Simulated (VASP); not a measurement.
# Ta2N (P-31m) in VASP: further runs

The runs below take Ta2N through single point, with LDA.

All numbers are computed with VASP 6.6.1; they aren't measurements. Logs are shortened: lines on timing, memory, paths and dates and some standing lists are left out, and cuts for length are marked.

**1. The cell of the first run**

The structure is trigonal, space group P-31m (No. 162). The conventional cell has a = 5.195 Å, b = 5.195 Å, c = 4.948 Å, α = 90.00°, β = 90.00°, γ = 120.00°. Within 2.5 Å of Ta (site symmetry m) lie 3 N at 1.92 to 2.25 Å. Within 3.0 Å of N (site symmetry 32) lie 6 Ta at 2.25 Å and 3 N at 3.00 Å. N (site symmetry -3m) has 6 Ta at 1.92 Å within 2.5 Å.

**2. Single point, LDA (c/a of the conventional cell at fixed volume 0.9526)**

INCAR

```
SYSTEM = Ta2N
PREC = Accurate
ENCUT = 520
EDIFF = 1E-6
ISMEAR = 0
SIGMA = 0.15
LREAL = .False.
LASPH = .True.
NELM = 80
ALGO = Normal
ISIF = 2
LWAVE = .False.
LCHARG = .True.
LELF = .True.
LVHAR = .True.
NBANDS = 50
```

KPOINTS

```
Automatic mesh
0
Gamma
  9 9 8
  0 0 0
```

POSCAR

```
Ta2N
1.0
    5.1945250684      0.0000000000      0.0000000000
   -2.5972625342      4.4985906699      0.0000000000
    0.0000000000      0.0000000000      4.9483045802
Ta N
6 3
Direct
    0.7147405334      0.7147405334      0.7526041962
    0.0000000000      0.2852594666      0.7526041962
    0.2852594666      0.0000000000      0.7526041962
    0.2852594666      0.2852594666      0.2473958038
    0.0000000000      0.7147405334      0.2473958038
    0.7147405334      0.0000000000      0.2473958038
    0.6666666667      0.3333333333      0.5000000000
    0.3333333333      0.6666666667      0.5000000000
    0.0000000000      0.0000000000      0.0000000000
```

Potentials or basis: VASP PAW LDA potentials, release 64 (Ta_pv, N).

Started as:

```sh
cat potpaw_LDA.64/Ta_pv/POTCAR potpaw_LDA.64/N/POTCAR > POTCAR
mpirun -np 1 vasp_std > vasp.out
```

OUTCAR:

```text
SYSTEM = Ta2N
   PREC = Accurate
   ENCUT = 520
   EDIFF = 1E-6
   ISMEAR = 0
   LREAL = .False.
   LASPH = .True.
   NELM = 80
   ISIF = 2

 ion  position               nearest neighbor table
   1  0.715  0.715  0.753-   9 1.92   8 2.25   7 2.25   3 2.57   2 2.57   5 2.86   6 2.86   5 2.91
                             6 2.91   3 3.24   2 3.24   2 3.24   3 3.24   4 3.31   4 3.35
   2  0.000  0.285  0.753-   9 1.92   7 2.25   8 2.25   3 2.57   1 2.57   4 2.86   6 2.86   4 2.91
                             6 2.91   3 3.24   1 3.24   1 3.24   3 3.24   5 3.31   5 3.35
   3  0.285  0.000  0.753-   9 1.92   8 2.25   7 2.25   2 2.57   1 2.57   4 2.86   5 2.86   5 2.91
                             4 2.91   1 3.24   2 3.24   2 3.24   1 3.24   6 3.31   6 3.35
   4  0.285  0.285  0.247-   9 1.92   7 2.25   8 2.25   6 2.57   5 2.57   2 2.86   3 2.86   2 2.91
                             3 2.91   6 3.24   5 3.24   5 3.24   6 3.24   1 3.31   1 3.35
   5  0.000  0.715  0.247-   9 1.92   8 2.25   7 2.25   6 2.57   4 2.57   1 2.86   3 2.86   1 2.91
                             3 2.91   6 3.24   4 3.24   4 3.24   6 3.24   2 3.31   2 3.35
   6  0.715  0.000  0.247-   9 1.92   7 2.25   8 2.25   5 2.57   4 2.57   1 2.86   2 2.86   1 2.91
                             2 2.91   4 3.24   5 3.24   4 3.24   5 3.24   3 3.31   3 3.35
   7  0.667  0.333  0.500-   2 2.25   6 2.25   3 2.25   5 2.25   4 2.25   1 2.25
   8  0.333  0.667  0.500-   5 2.25   3 2.25   6 2.25   2 2.25   1 2.25   4 2.25
   9  0.000  0.000  0.000-   3 1.92   6 1.92   1 1.92   4 1.92   5 1.92   2 1.92

  LATTYP: Found a hexagonal cell.
 ALAT       =     5.1945250684
 C/A-ratio  =     0.9526000000

  Lattice vectors:

 A1 = (   5.1945250684,   0.0000000000,   0.0000000000)
 A2 = (  -2.5972625342,   4.4985906699,   0.0000000000)
 A3 = (   0.0000000000,   0.0000000000,   4.9483045802)

Analysis of symmetry for initial positions (statically):
=====================================================================
 Subroutine PRICEL returns:
 Original cell was already a primitive cell.

 Routine SETGRP: Setting up the symmetry group for a
 hexagonal supercell.

 Subroutine GETGRP returns: Found 12 space group operations
 (whereof 12 operations were pure point group operations)
 out of a pool of 24 trial point group operations.

The static configuration has the point symmetry D_3d.

Analysis of symmetry for dynamics (positions and initial velocities):
=====================================================================
 Subroutine PRICEL returns:
 Original cell was already a primitive cell.

 Routine SETGRP: Setting up the symmetry group for a
 hexagonal supercell.

 Subroutine GETGRP returns: Found 12 space group operations
 (whereof 12 operations were pure point group operations)
 out of a pool of 24 trial point group operations.

The dynamic configuration has the point symmetry D_3d.

 Subroutine INISYM returns: Found 12 space group operations
 (whereof 12 operations are pure point group operations),
 and found     1 'primitive' translations

----------------------------------------------------------------------------------------

                                     Primitive cell

  volume of cell :     115.6322

  direct lattice vectors                    reciprocal lattice vectors
     5.194525068  0.000000000  0.000000000     0.192510381  0.111145920  0.000000000
    -2.597262534  4.498590670  0.000000000     0.000000000  0.222291841  0.000000000
     0.000000000  0.000000000  4.948304580     0.000000000  0.000000000  0.202089419

  length of vectors
     5.194525068  5.194525068  4.948304580     0.222291841  0.222291841  0.202089419

  position of ions in fractional coordinates (direct lattice)
     0.714740533  0.714740533  0.752604196
     0.000000000  0.285259467  0.752604196
     0.285259467  0.000000000  0.752604196
     0.285259467  0.285259467  0.247395804
     0.000000000  0.714740533  0.247395804
     0.714740533  0.000000000  0.247395804
     0.666666667  0.333333333  0.500000000
     0.333333333  0.666666667  0.500000000
     0.000000000  0.000000000  0.000000000

  ion indices of the primitive-cell ions
   primitive index   ion index
                 1           1
                 2           2
                 3           3
                 4           4
                 5           5
                 6           6
                 7           7
                 8           8
                 9           9

----------------------------------------------------------------------------------------

 KPOINTS: Automatic mesh

Automatic generation of k-mesh.
 Grid dimensions read from file:
 generate k-points for:    9    9    8

 Generating k-lattice:

  Cartesian coordinates                     Fractional coordinates (reciprocal lattice)
     0.021390042  0.012349547  0.000000000     0.111111111  0.000000000  0.000000000
     0.000000000  0.024699093  0.000000000     0.000000000  0.111111111  0.000000000
     0.000000000  0.000000000  0.025261177     0.000000000  0.000000000  0.125000000

  Length of vectors
     0.024699093  0.024699093  0.025261177

  Shift w.r.t. Gamma in fractional coordinates (k-lattice)
     0.000000000  0.000000000  0.000000000

 Subroutine IBZKPT returns following result:
 ===========================================

 Found     81 irreducible k-points:

 Following reciprocal coordinates:
            Coordinates               Weight
  0.000000  0.000000  0.000000      1.000000
  0.111111 -0.000000  0.000000      6.000000
  0.222222  0.000000  0.000000      6.000000
  0.333333  0.000000  0.000000      6.000000
  0.444444  0.000000  0.000000      6.000000
  0.111111  0.111111  0.000000      6.000000
[... 16 lines left out ...]
 -0.111111  0.444444  0.125000     12.000000
  0.444444  0.111111  0.125000      6.000000
 [... further k-points ...]
   k-points           NKPTS =     81   k-points in BZ     NKDIM =     81   number of bands    NBANDS=     50
   number of dos      NEDOS =    301   number of ions     NIONS =      9
   total plane-waves  NPLWV =  64000
   dimension x,y,z NGX =    40 NGY =   40 NGZ =   40
   dimension x,y,z NGXF=    80 NGYF=   80 NGZF=   80
   ions per type =               6   3
   NGX,Y,Z   is equivalent  to a cutoff of  12.80, 12.80, 13.44 a.u.
   NGXF,Y,Z  is equivalent  to a cutoff of  25.60, 25.60, 26.88 a.u.
 SYSTEM =  Ta2N
   PREC   = accura    normal or accurate (medium, high low for compatibility)
   ISTART =      0    job   : 0-new  1-cont  2-samecut
   ICHARG =      2    charge: 1-file 2-atom 10-const
   ISPIN  =      1    spin polarized calculation?
   LNONCOLLINEAR =      F non collinear calculations
   LSORBIT =      F    spin-orbit coupling
   LASPH  =      T    aspherical Exc in radial PAW
   ENCUT  =  520.0 eV  38.22 Ry    6.18 a.u.   9.66  9.66  9.20*2*pi/ulx,y,z
   NELM   =     80;   NELMIN=  2; NELMDL= -5     # of ELM steps
   EDIFF  = 0.1E-05   stopping-criterion for ELM
   LREAL  =      F    real-space projection
   EDIFFG = 0.1E-04   stopping-criterion for IOM
   NSW    =      0    number of steps for IOM
   IBRION =     -1    ionic relax: 0-MD 1-quasi-New 2-CG
   NFREE  =      0    steps in history (QN), initial steepest desc. (CG)
   ISIF   =      2    stress and relaxation
   ISYM   =      2    0-nonsym 1-usesym 2-fastsym
   POTIM  = 0.5000    time-step for ionic-motion
   TEBEG  =    0.0;   TEEND  =   0.0 temperature during run
   PSTRESS=    0.0 pullay stress
   NELECT =      81.0000    total number of electrons
   NUPDOWN=      -1.0000    fix difference up-down
   EMIN   =  10.00;   EMAX   =-10.00  energy-range for DOS
   EFERMI =   0.00;   METHOD = LEGACY
   ISMEAR =     0;   SIGMA  =   0.15  broadening in eV -4-tet -1-fermi 0-gaus
   EFERMI_NEDOS =   21; number of points for ismear=-14 and -15
   IALGO  =     38    algorithm
   IMIX   =      4    mixing-type and parameters
     AMIX     =   0.40;   BMIX     =  1.00
     AMIX_MAG =   1.60;   BMIX_MAG =  1.00
  volume/ion in A,a.u.               =      12.85        86.70
  Fermi-wavevector in a.u.,A,eV,Ry     =   1.453930  2.747530 28.761537  2.113913
  Thomas-Fermi vector in A             =   2.571140
   LORBIT       =      0    0 simple, 1 ext, 2 COOP (PROOUT), +10 PAW based schemes
   GGA     = CA    functional components
   LHFCALC =     F    Hartree Fock is set to
   AEXX    =    0.0000 exact exchange contribution
   IVDW    =     0    specifies the selected vdW correction
   LEPSILON=     F    determine dielectric tensor
   LRPA    =     F    only Hartree local field effects (RPA)
 non-spin polarized calculation
 Gauss-broadening in eV      SIGMA  =   0.15
  energy-cutoff  :      520.00
  volume of cell :      115.63
 maximum number of plane-waves:      3132
 NGX is ok and might be reduce to    40
   NGX = 19   NGY = 19   NGZ = 19

 number of electron      81.0000000 magnetization

 Free energy of the ion-electron system (eV)
  ---------------------------------------------------
  ext. energy  EPLUGINS =         0.00000000
  ---------------------------------------------------
  free energy    TOTEN  =      -107.71158738 eV

  energy without entropy =     -107.65328534  energy(sigma->0) =     -107.68243636

 E-fermi :   7.1021     XC(G=0): -13.2544

 val. band max:        7.0967508816   @ k =   0.0000   0.0000   0.3750
 cond. band min:       7.1096913550   @ k =   0.3333   0.2222   0.2500
 fundamental gap:      0.0129404734
 Fermi energy:         7.1021255515

 k-point     1 :       0.0000    0.0000    0.0000
  band No.  band energies     occupation
      1     -28.7875      2.00000
      2     -28.0226      2.00000
      3     -27.6589      2.00000
      4     -27.5573      2.00000
      5     -27.5573      2.00000
      6     -27.4044      2.00000
[... 42 lines left out ...]
     49       9.8500      0.00000
     50       9.8500      0.00000

 k-point     2 :       0.1111   -0.0000    0.0000
  band No.  band energies     occupation
      1     -28.7781      2.00000
      2     -28.0288      2.00000
      3     -27.6572      2.00000
      4     -27.5631      2.00000
      5     -27.5492      2.00000
      6     -27.4169      2.00000
[... 1158 lines left out ...]
 k-point    24 :       0.4444    0.1111    0.1250
  band No.  band energies     occupation
      1     -28.7027      2.00000
      2     -28.0484      2.00000
      3     -27.6159      2.00000
      4     -27.5750      2.00000
      5     -27.5414      2.00000
      6     -27.4265      2.00000
[... 42 lines left out ...]
     49      10.8543      0.00000
     50      11.0173      0.00000

 [... further k-points ...]
[... 5 lines left out ...]
  --------------------------------------------------------------------------------------
  -------------------------------------------------------------------------------------
  Total       23.6249863     23.6249863     13.5061179      0.0000000     -0.0000000      0.0000000
  in kB      327.3432571    327.3432571    187.1381671      0.0000000     -0.0000000      0.0000000
  external PRESSURE =     280.6082271 kB  Pullay stress =       0.0000000 kB

 VOLUME and BASIS-vectors are now :
 -----------------------------------------------------------------------------
  energy-cutoff  :      520.00
  volume of cell :      115.63
      direct lattice vectors                 reciprocal lattice vectors
     5.194525068  0.000000000  0.000000000     0.192510381  0.111145920  0.000000000
    -2.597262534  4.498590670  0.000000000     0.000000000  0.222291841  0.000000000
     0.000000000  0.000000000  4.948304580     0.000000000  0.000000000  0.202089419

 POSITION                                       TOTAL-FORCE (eV/Angst)
 -----------------------------------------------------------------------------------
      1.85637      3.21533      3.72411        -4.814595     -8.339123     -3.378173
     -0.74089      1.28327      3.72411        -4.814595      8.339123     -3.378173
      1.48179      0.00000      3.72411         9.629190      0.000000     -3.378173
      0.74089      1.28327      1.22419         4.814595      8.339123      3.378173
     -1.85637      3.21533      1.22419         4.814595     -8.339123      3.378173
      3.71274      0.00000      1.22419        -9.629190     -0.000000      3.378173
      2.59726      1.49953      2.47415         0.000000      0.000000      0.000000
     -0.00000      2.99906      2.47415         0.000000      0.000000      0.000000
      0.00000      0.00000      0.00000         0.000000      0.000000      0.000000
 -----------------------------------------------------------------------------------
    total drift:                                0.000000      0.000000     -0.000000

  FREE ENERGIE OF THE ION-ELECTRON SYSTEM (eV)
  ---------------------------------------------------
  free  energy   TOTEN  =      -107.7115873792 eV

  energy  without entropy=     -107.6532853401  energy(sigma->0) =     -107.68243636
```

It took 5.1 min on 1 thread of AMD EPYC 9R45 (Zen 5), shared host; peak memory 0.4 GiB.

Results:

| Quantity | Value |
| --- | --- |
| Free energy | -107.7116 eV |
| Pressure | 28.1 GPa |
| Largest force | 10.205 eV/Å |

Forces on the atoms (eV/Å):
```
Ta  -4.815 -8.339 -3.378
Ta  -4.815  8.339 -3.378
Ta   9.629  0.000 -3.378
Ta   4.815  8.339  3.378
Ta   4.815 -8.339  3.378
Ta  -9.629  0.000  3.378
N    0.000  0.000  0.000
N    0.000  0.000  0.000
N    0.000  0.000  0.000
```

Stress tensor (GPa, compression positive):
```
32.73  0.00  0.00
 0.00 32.73  0.00
 0.00  0.00 18.71
```

Levels at points of the mesh, in eV from the Fermi level:
```tsv
k point	band 37	band 38	band 39	band 40	band 41	band 42	band 43	band 44	band 45	band 46
(0.00, 0.00, 0.00)	-1.15	-1.08	-0.27	-0.17	-0.17	0.35	0.35	1.57	1.57	2.36
(0.00, 0.00, 0.50)	-1.01	-1.01	-0.91	-0.91	-0.62	-0.06	-0.06	1.92	1.92	2.35
```

Caveat: spin-orbit coupling is left out, which moves the levels of the heavy elements; forces of over 1 eV/Å act on the atoms, so gaps and moduli don't describe the material at rest.

**3. Single point, LDA (c/a of the conventional cell at fixed volume 0.9340)**

INCAR

```
SYSTEM = Ta2N
  PREC = Accurate
  ENCUT = 520
  EDIFF = 1E-7
  ISMEAR = 0
  SIGMA = 0.15
  LREAL = .FALSE.
  LASPH = .TRUE.
  NELM = 100
  ALGO = Normal
  ISIF = 2
  LWAVE = .FALSE.
  LCHARG = .FALSE.
  GGA = CA
  NBANDS = 50
```

KPOINTS

```
regular mesh
0
G
  9 9 8
  0 0 0
```

POSCAR

```
Ta2N
1.0
    5.2288597096      0.0000000000      0.0000000000
   -2.6144298548      4.5283253413      0.0000000000
    0.0000000000      0.0000000000      4.8835331142
Ta N
6 3
Direct
    0.6191173904      0.6191173904      0.7526041962
    0.0000000000      0.3808826096      0.7526041962
    0.3808826096      0.0000000000      0.7526041962
    0.3808826096      0.3808826096      0.2473958038
    0.0000000000      0.6191173904      0.2473958038
    0.6191173904      0.0000000000      0.2473958038
    0.6666666667      0.3333333333      0.5000000000
    0.3333333333      0.6666666667      0.5000000000
    0.0000000000      0.0000000000      0.0000000000
```

Potentials or basis: VASP PAW LDA potentials, release 64 (Ta_pv, N).

Started as:

```sh
cat potpaw_LDA.64/Ta_pv/POTCAR potpaw_LDA.64/N/POTCAR > POTCAR
mpirun -np 1 vasp_std > vasp.out
```

Wall time 7.9 min (1 thread of Intel Xeon Platinum 8488C (Sapphire Rapids), shared host); peak memory 0.43 GiB.

The run converged. Its results:

```
Free energy   : -109.4092 eV
Pressure      : 18.7 GPa
Largest force : 6.504 eV/Å
```

Forces on the atoms (eV/Å):
```
Ta   3.089  5.351  2.030
Ta   3.089 -5.351  2.030
Ta  -6.179  0.000  2.030
Ta  -3.089 -5.351 -2.030
Ta  -3.089  5.351 -2.030
Ta   6.179  0.000 -2.030
N    0.000  0.000  0.000
N    0.000  0.000  0.000
N    0.000  0.000  0.000
```

Stress tensor (GPa, compression positive):
```
19.07  0.00  0.00
 0.00 19.07  0.00
 0.00  0.00 17.96
```

Levels at points of the mesh, in eV from the Fermi level:
| k point | band 36 | band 37 | band 38 | band 39 | band 40 | band 41 | band 42 | band 43 | band 44 | band 45 |
| --- | --- | --- | --- | --- | --- | --- | --- | --- | --- | --- |
| (0.00, 0.00, 0.00) | -1.90 | -1.90 | -0.72 | -0.48 | -0.48 | -0.43 | -0.43 | 0.38 | 1.34 | 1.34 |
| (0.00, 0.00, 0.50) | -1.20 | -1.20 | -0.80 | -0.43 | -0.43 | -0.19 | 0.18 | 0.18 | 1.17 | 2.34 |

Caveat: spin-orbit coupling is left out, which moves the levels of the heavy elements; forces of over 1 eV/Å act on the atoms, so gaps and moduli don't describe the material at rest.
